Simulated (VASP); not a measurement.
# LiH (Fm-3m) in VASP: further runs

Runs on LiH. Level: PBE. Tasks: single point.

Program: VASP 6.6.1. These are calculated values, not measurements. Logs are shortened: lines on timing, memory, paths and dates and some standing lists are left out, and cuts for length are marked.

## 1. The cell of the first run

It takes space group Fm-3m (No. 225, cubic). Conventional cell: a = 3.997 Å, b = 3.997 Å, c = 3.997 Å, α = 90.00°, β = 90.00°, γ = 90.00°. Within 2.6 Å of Li (site symmetry m-3m) lie 6 H at 2.00 Å. H (site symmetry m-3m) has 6 Li at 2.00 Å within 2.6 Å.

## 2. Single point, PBE

The input, INCAR:

```
SYSTEM = LiH
ALGO = Normal ; EDIFF = 1E-6
ENCUT = 520 ; GGA = PE
ISIF = 2 ; ISMEAR = 0
LASPH = .TRUE. ; LCHARG = .FALSE.
LREAL = .FALSE. ; LWAVE = .FALSE.
NBANDS = 9 ; NELM = 80
PREC = Accurate ; SIGMA = 0.01
```

The input, KPOINTS:

```
k-points
0
G
  6 6 6
  0 0 0
```

The input, POSCAR:

```
LiH
1.0
    0.0000000000      1.9984726947      1.9984726947
    1.9984726947      0.0000000000      1.9984726947
    1.9984726947      1.9984726947      0.0000000000
Li H
1 1
Direct
    0.0000000000      0.0000000000      0.0000000000
    0.5000000000      0.5000000000      0.5000000000
```

Potentials or basis: VASP PAW PBE potentials, release 64 (Li_sv, H).

Launch:

```sh
$ cat potpaw_PBE.64/Li_sv/POTCAR potpaw_PBE.64/H/POTCAR > POTCAR
$ mpirun -np 1 vasp_std > vasp.out
```

OUTCAR:

```text
SYSTEM = LiH
   EDIFF = 1E-6
   ENCUT = 520
   GGA = PE
   ISIF = 2
   ISMEAR = 0
   LASPH = .TRUE.
   LREAL = .FALSE.
   NELM = 80
   PREC = Accurate

 ion  position               nearest neighbor table
   1  0.000  0.000  0.000-
   2  0.500  0.500  0.500-

  LATTYP: Found a face centered cubic cell.
 ALAT       =     3.9969453894

  Lattice vectors:

 A1 = (   0.0000000000,   1.9984726947,   1.9984726947)
 A2 = (   1.9984726947,   0.0000000000,   1.9984726947)
 A3 = (   1.9984726947,   1.9984726947,   0.0000000000)

Analysis of symmetry for initial positions (statically):
=====================================================================
 Subroutine PRICEL returns:
 Original cell was already a primitive cell.

 Routine SETGRP: Setting up the symmetry group for a
 face centered cubic supercell.

 Subroutine GETGRP returns: Found 48 space group operations
 (whereof 48 operations were pure point group operations)
 out of a pool of 48 trial point group operations.

The static configuration has the point symmetry O_h .

Analysis of symmetry for dynamics (positions and initial velocities):
=====================================================================
 Subroutine PRICEL returns:
 Original cell was already a primitive cell.

 Routine SETGRP: Setting up the symmetry group for a
 face centered cubic supercell.

 Subroutine GETGRP returns: Found 48 space group operations
 (whereof 48 operations were pure point group operations)
 out of a pool of 48 trial point group operations.

The dynamic configuration has the point symmetry O_h .

 Subroutine INISYM returns: Found 48 space group operations
 (whereof 48 operations are pure point group operations),
 and found     1 'primitive' translations

----------------------------------------------------------------------------------------

                                     Primitive cell

  volume of cell :      15.9634

  direct lattice vectors                    reciprocal lattice vectors
     0.000000000  1.998472695  1.998472695    -0.250191059  0.250191059  0.250191059
     1.998472695  0.000000000  1.998472695     0.250191059 -0.250191059  0.250191059
     1.998472695  1.998472695  0.000000000     0.250191059  0.250191059 -0.250191059

  length of vectors
     2.826267189  2.826267189  2.826267189     0.433343626  0.433343626  0.433343626

  position of ions in fractional coordinates (direct lattice)
[... 73 lines left out ...]
   NSW    =      0    number of steps for IOM
   IBRION =     -1    ionic relax: 0-MD 1-quasi-New 2-CG
   NFREE  =      0    steps in history (QN), initial steepest desc. (CG)
   ISIF   =      2    stress and relaxation
   ISYM   =      2    0-nonsym 1-usesym 2-fastsym
   POTIM  = 0.5000    time-step for ionic-motion
   TEBEG  =    0.0;   TEEND  =   0.0 temperature during run
   PSTRESS=    0.0 pullay stress
   NELECT =       4.0000    total number of electrons
   NUPDOWN=      -1.0000    fix difference up-down
   EMIN   =  10.00;   EMAX   =-10.00  energy-range for DOS
   EFERMI =   0.00;   METHOD = LEGACY
   ISMEAR =     0;   SIGMA  =   0.01  broadening in eV -4-tet -1-fermi 0-gaus
   EFERMI_NEDOS =   21; number of points for ismear=-14 and -15
   IALGO  =     38    algorithm
   IMIX   =      4    mixing-type and parameters
     AMIX     =   0.40;   BMIX     =  1.00
     AMIX_MAG =   1.60;   BMIX_MAG =  1.00
  volume/ion in A,a.u.               =       7.98        53.86
  Fermi-wavevector in a.u.,A,eV,Ry     =   1.032096  1.950378 14.493217  1.065221
  Thomas-Fermi vector in A             =   2.166276
   LORBIT       =      0    0 simple, 1 ext, 2 COOP (PROOUT), +10 PAW based schemes
   GGA     = PE    functional components
   LHFCALC =     F    Hartree Fock is set to
   AEXX    =    0.0000 exact exchange contribution
   IVDW    =     0    specifies the selected vdW correction
   LEPSILON=     F    determine dielectric tensor
   LRPA    =     F    only Hartree local field effects (RPA)
 non-spin polarized calculation
 Gauss-broadening in eV      SIGMA  =   0.01
  energy-cutoff  :      520.00
  volume of cell :       15.96
 maximum number of plane-waves:       444
 NGX is ok and might be reduce to    24
   NGX = 11   NGY = 11   NGZ = 11

 number of electron       3.9999996 magnetization

 Free energy of the ion-electron system (eV)
  ---------------------------------------------------
  ext. energy  EPLUGINS =         0.00000000
  ---------------------------------------------------
  free energy    TOTEN  =        -6.12600384 eV

  energy without entropy =       -6.12600384  energy(sigma->0) =       -6.12600384

 E-fermi :   0.2684     XC(G=0):  -8.5387

 val. band max:        0.1342974425   @ k =   0.5000   0.5000   0.0000
 cond. band min:       3.1056639368   @ k =   0.5000   0.5000   0.0000
 fundamental gap:      2.9713664943
 Fermi energy:         0.2683885047

 k-point     1 :       0.0000    0.0000    0.0000
  band No.  band energies     occupation
      1     -44.1519      2.00000
      2      -5.3327      2.00000
      3      16.3418      0.00000
      4      18.1122      0.00000
      5      18.1122      0.00000
      6      18.1122      0.00000
      7      22.8444      0.00000
      8      22.8444      0.00000
      9      22.8444      0.00000
[... 169 lines left out ...]
 k-point    16 :      -0.3333    0.5000    0.1667
  band No.  band energies     occupation
      1     -44.0893      2.00000
      2      -0.0444      2.00000
      3       4.1314      0.00000
      4       7.1688      0.00000
      5      11.7467      0.00000
      6      17.7618      0.00000
      7      20.0429      0.00000
      8      29.1765      0.00000
      9      29.4139      0.00000

------------------------ aborting loop because EDIFF is reached ----------------------------------------

  FORCE on cell =-STRESS in cart. coord.  units (eV):
  Direction    XX          YY          ZZ          XY          YZ          ZX
  --------------------------------------------------------------------------------------
  -------------------------------------------------------------------------------------
  Total        0.0067054      0.0067054      0.0067054      0.0000000      0.0000000     -0.0000000
  in kB        0.6729920      0.6729920      0.6729920      0.0000000      0.0000000     -0.0000000
  external PRESSURE =       0.6729920 kB  Pullay stress =       0.0000000 kB

 VOLUME and BASIS-vectors are now :
 -----------------------------------------------------------------------------
  energy-cutoff  :      520.00
  volume of cell :       15.96
      direct lattice vectors                 reciprocal lattice vectors
     0.000000000  1.998472695  1.998472695    -0.250191059  0.250191059  0.250191059
     1.998472695  0.000000000  1.998472695     0.250191059 -0.250191059  0.250191059
     1.998472695  1.998472695  0.000000000     0.250191059  0.250191059 -0.250191059

 POSITION                                       TOTAL-FORCE (eV/Angst)
 -----------------------------------------------------------------------------------
      0.00000      0.00000      0.00000         0.000000     -0.000000      0.000000
      1.99847      1.99847      1.99847         0.000000      0.000000      0.000000
 -----------------------------------------------------------------------------------
    total drift:                                0.000000     -0.000000     -0.000000

  FREE ENERGIE OF THE ION-ELECTRON SYSTEM (eV)
  ---------------------------------------------------
  free  energy   TOTEN  =        -6.1260038383 eV

  energy  without entropy=       -6.1260038383  energy(sigma->0) =       -6.12600384
```

stdout:

```text
POSCAR found type information on POSCAR LiH
 POSCAR found :  2 types and       2 ions
 scaLAPACK will be used
 LDA part: xc-table for (Slater+PW92), standard interpolation
 POSCAR, INCAR and KPOINTS ok, starting setup
 FFT: planning ... GRIDC
 FFT: planning ... GRID_SOFT
 FFT: planning ... GRID
 WAVECAR not read
 entering main loop
```

Wall time 2.8 s (1 thread of Intel Xeon Platinum 8488C (Sapphire Rapids), shared host); peak memory 0.13 GiB.

Results:

```
Free energy            : -6.1260 eV
Band gap on the k mesh : 2.97 eV, direct
```

Levels at points of the mesh, in eV from the valence-band top:
| k point | band 1 | band 2 | band 3 | band 4 | band 5 | band 6 | band 7 |
| --- | --- | --- | --- | --- | --- | --- | --- |
| (0.00, 0.00, 0.00) | -44.29 | -5.47 | 16.21 | 17.98 | 17.98 | 17.98 | 22.71 |
| (0.50, 0.00, 0.00) | -44.24 | -2.65 | 4.94 | 13.74 | 16.58 | 16.58 | 19.16 |
| (0.50, 0.50, 0.00) | -44.22 | 0.00 | 2.97 | 10.86 | 10.86 | 14.03 | 17.39 |

Caveat: the k points lie up to 0.45 Å⁻¹ apart; the cutoff is under 1.25 times the usual one of these potentials, so pressure, stress and relaxed cells hold a basis-set (Pulay) error.

## 3. Single point, PBE (volume changed by -5%)

The input, INCAR:

```
SYSTEM = LiH
PREC     = Accurate       ! precision mode
ENCUT    = 520            ! plane-wave cutoff, eV
EDIFF    = 1E-6           ! SCF threshold, eV
ISMEAR   = 0              ! smearing method
SIGMA    = 0.01           ! smearing width, eV
LREAL    = .False.        ! projectors in reciprocal space
LASPH    = .True.         ! aspherical terms in the spheres
NELM     = 60             ! most SCF steps
ALGO     = Normal         ! electronic algorithm
ISIF     = 2              ! what is computed and relaxed
LWAVE    = .False.        ! write WAVECAR
LCHARG   = .False.        ! write CHGCAR
GGA      = PE             ! functional
NBANDS   = 9              ! bands
```

The input, KPOINTS:

```
Automatic mesh
0
Gamma
  6 6 6
  0 0 0
```

The input, POSCAR:

```
LiH
1.0
    0.0000000000      1.9645937312      1.9645937312
    1.9645937312      0.0000000000      1.9645937312
    1.9645937312      1.9645937312      0.0000000000
Li H
1 1
Direct
    0.0000000000      0.0000000000      0.0000000000
    0.5000000000      0.5000000000      0.5000000000
```

Potentials or basis: VASP PAW PBE potentials, release 64 (Li_sv, H).

Launch:

```sh
$ cat potpaw_PBE.64/Li_sv/POTCAR potpaw_PBE.64/H/POTCAR > POTCAR
$ mpirun -np 1 vasp_std > vasp.out
```

Wall time 3.8 s (1 thread of Intel Xeon Platinum 8488C (Sapphire Rapids), shared host); peak memory 0.12 GiB.

The run converged. Its results:

```
Free energy            : -6.1192 eV
Band gap on the k mesh : 2.93 eV, direct
```

Levels at points of the mesh, in eV from the valence-band top:
```
           k point  band 1  band 2  band 3  band 4  band 5  band 6  band 7
(0.00, 0.00, 0.00)  -44.25   -5.67   16.88   18.51   18.51   18.51   23.34
(0.50, 0.00, 0.00)  -44.19   -2.81    5.07   14.19   17.05   17.05   19.68
(0.50, 0.50, 0.00)  -44.17    0.00    2.93   11.11   11.11   14.35   18.14
```

Caveat: the k points lie up to 0.46 Å⁻¹ apart; the cutoff is under 1.25 times the usual one of these potentials, so pressure, stress and relaxed cells hold a basis-set (Pulay) error.

## 4. Single point, PBE (volume changed by +5%)

The input, INCAR:

```
SYSTEM = LiH
  PREC = Accurate
  ENCUT = 520
  EDIFF = 1E-6
  ISMEAR = 0
  SIGMA = 0.01
  LREAL = .False.
  LASPH = .True.
  NELM = 80
  ALGO = Normal
  ISIF = 2
  LWAVE = .False.
  LCHARG = .False.
  GGA = PE
  NBANDS = 9
```

KPOINTS is that of step 3.

The input, POSCAR:

```
LiH
1.0
    0.0000000000      2.0312403661      2.0312403661
    2.0312403661      0.0000000000      2.0312403661
    2.0312403661      2.0312403661      0.0000000000
Li H
1 1
Direct
    0.0000000000      0.0000000000      0.0000000000
    0.5000000000      0.5000000000      0.5000000000
```

Launch:

```sh
$ cat potpaw_PBE.64/Li_sv/POTCAR potpaw_PBE.64/H/POTCAR > POTCAR
$ mpirun -np 1 vasp_std > vasp.out
```

It took 3.3 s on 1 thread of Intel Xeon Platinum 8488C (Sapphire Rapids), shared host; peak memory 0.13 GiB.

It converged, with:

* Free energy: -6.1231 eV
* Band gap on the k mesh: 3.01 eV, direct

Levels at points of the mesh, in eV from the valence-band top:
| k point | band 1 | band 2 | band 3 | band 4 | band 5 | band 6 |
| --- | --- | --- | --- | --- | --- | --- |
| (0.00, 0.00, 0.00) | -44.33 | -5.28 | 15.58 | 17.48 | 17.48 | 17.48 |
| (0.50, 0.00, 0.00) | -44.30 | -2.52 | 4.82 | 13.32 | 16.14 | 16.14 |
| (0.50, 0.50, 0.00) | -44.28 | 0.00 | 3.01 | 10.62 | 10.62 | 13.73 |

Caveat: the k points lie up to 0.45 Å⁻¹ apart; the cutoff is under 1.25 times the usual one of these potentials, so pressure, stress and relaxed cells hold a basis-set (Pulay) error. A k mesh can miss the band edges.

## 5. Single point, PBE (volume changed by -10%)

The input, INCAR:

```
SYSTEM = LiH
ALGO     = Normal         ! electronic algorithm
EDIFF    = 1E-6           ! SCF threshold, eV
ENCUT    = 520            ! plane-wave cutoff, eV
GGA      = PE             ! functional
ISIF     = 2              ! what is computed and relaxed
ISMEAR   = 0              ! smearing method
LASPH    = .True.         ! aspherical terms in the spheres
LCHARG   = .False.        ! write CHGCAR
LREAL    = .False.        ! projectors in reciprocal space
LWAVE    = .False.        ! write WAVECAR
NBANDS   = 9              ! bands
NELM     = 100            ! most SCF steps
PREC     = Accurate       ! precision mode
SIGMA    = 0.01           ! smearing width, eV
```

The input, KPOINTS:

```
k-points
0
Gamma
  6 6 6
  0 0 0
```

The input, POSCAR:

```
LiH
1.0
    0.0000000000      1.9295041722      1.9295041722
    1.9295041722      0.0000000000      1.9295041722
    1.9295041722      1.9295041722      0.0000000000
Li H
1 1
Direct
    0.0000000000      0.0000000000      0.0000000000
    0.5000000000      0.5000000000      0.5000000000
```

Launch:

```sh
$ cat potpaw_PBE.64/Li_sv/POTCAR potpaw_PBE.64/H/POTCAR > POTCAR
$ mpirun -np 1 vasp_std > vasp.out
```

Run time: 2.5 s. Hardware: 1 thread of Intel Xeon Platinum 8488C (Sapphire Rapids), shared host; peak memory 0.11 GiB.

It converged, with:

```yaml
Free_energy: -6.1011 eV
Band_gap_on_the_k_mesh: 2.88 eV, direct
```

Levels at points of the mesh, in eV from the valence-band top:
```csv
k point,band 1,band 2,band 3,band 4,band 5
"(0.00, 0.00, 0.00)",-44.22,-5.87,17.63,19.09,19.09
"(0.50, 0.00, 0.00)",-44.14,-2.98,5.21,14.68,17.57
"(0.50, 0.50, 0.00)",-44.12,0.00,2.88,11.38,11.38
```

Caveat: the k points lie up to 0.47 Å⁻¹ apart; the cutoff is under 1.25 times the usual one of these potentials, so pressure, stress and relaxed cells hold a basis-set (Pulay) error.

## 6. Single point, PBE (volume changed by +10%)

The input, INCAR:

```
SYSTEM = LiH
ALGO     = Normal         ! electronic algorithm
EDIFF    = 1E-7           ! SCF threshold, eV
ENCUT    = 520            ! plane-wave cutoff, eV
GGA      = PE             ! functional
ISIF     = 2              ! what is computed and relaxed
ISMEAR   = 0              ! smearing method
LASPH    = .TRUE.         ! aspherical terms in the spheres
LCHARG   = .FALSE.        ! write CHGCAR
LREAL    = .FALSE.        ! projectors in reciprocal space
LWAVE    = .FALSE.        ! write WAVECAR
NBANDS   = 9              ! bands
NELM     = 100            ! most SCF steps
PREC     = Accurate       ! precision mode
SIGMA    = 0.01           ! smearing width, eV
```

The input, KPOINTS:

```
k-points
0
G
  6 6 6
  0 0 0
```

The input, POSCAR:

```
LiH
1.0
    0.0000000000      2.0629836240      2.0629836240
    2.0629836240      0.0000000000      2.0629836240
    2.0629836240      2.0629836240      0.0000000000
Li H
1 1
Direct
    0.0000000000      0.0000000000      0.0000000000
    0.5000000000      0.5000000000      0.5000000000
```

Potentials or basis: VASP PAW PBE potentials, release 64 (Li_sv, H).

Launch:

```sh
$ cat potpaw_PBE.64/Li_sv/POTCAR potpaw_PBE.64/H/POTCAR > POTCAR
$ mpirun -np 1 vasp_std > vasp.out
```

Wall time 4.7 s (1 thread of Intel Xeon Platinum 8488C (Sapphire Rapids), shared host); peak memory 0.12 GiB.

The run converged. Its results:

| Item | Value |
| --- | --- |
| Free energy | -6.1129 eV |
| Band gap on the k mesh | 3.04 eV, direct |

Levels at points of the mesh, in eV from the valence-band top:
| k point | band 1 | band 2 | band 3 | band 4 | band 5 |
| --- | --- | --- | --- | --- | --- |
| (0.00, 0.00, 0.00) | -44.39 | -5.11 | 15.00 | 17.03 | 17.03 |
| (0.50, 0.00, 0.00) | -44.35 | -2.39 | 4.72 | 12.93 | 15.73 |
| (0.50, 0.50, 0.00) | -44.34 | 0.00 | 3.03 | 10.40 | 10.40 |

Caveat: the k points lie up to 0.44 Å⁻¹ apart; the cutoff is under 1.25 times the usual one of these potentials, so pressure, stress and relaxed cells hold a basis-set (Pulay) error. A k mesh can miss the band edges.

## 7. Summary

| cell | gap on the mesh (eV) |
| --- | --- |
| a = 2.826 Å, angles 60.0°, 2 atoms | 2.97 |
| a = 2.778 Å, angles 60.0°, 2 atoms | 2.93 |
| a = 2.873 Å, angles 60.0°, 2 atoms | 3.01 |
| a = 2.729 Å, angles 60.0°, 2 atoms | 2.88 |
| a = 2.917 Å, angles 60.0°, 2 atoms | 3.04 |

Alike in all rows: task single point; level PBE; potentials or basis VASP PAW PBE potentials, release 64 (Li_sv, H); no spin polarisation; k mesh 6 × 6 × 6; cutoff (eV) 520; smearing gaussian 0.01 eV.

Caveats: all runs use coarse meshes; the cutoff is under 1.25 times the usual one of these potentials, so pressure, stress and relaxed cells hold a basis-set (Pulay) error.

Absolute energies hang on the potentials; compare differences alone.
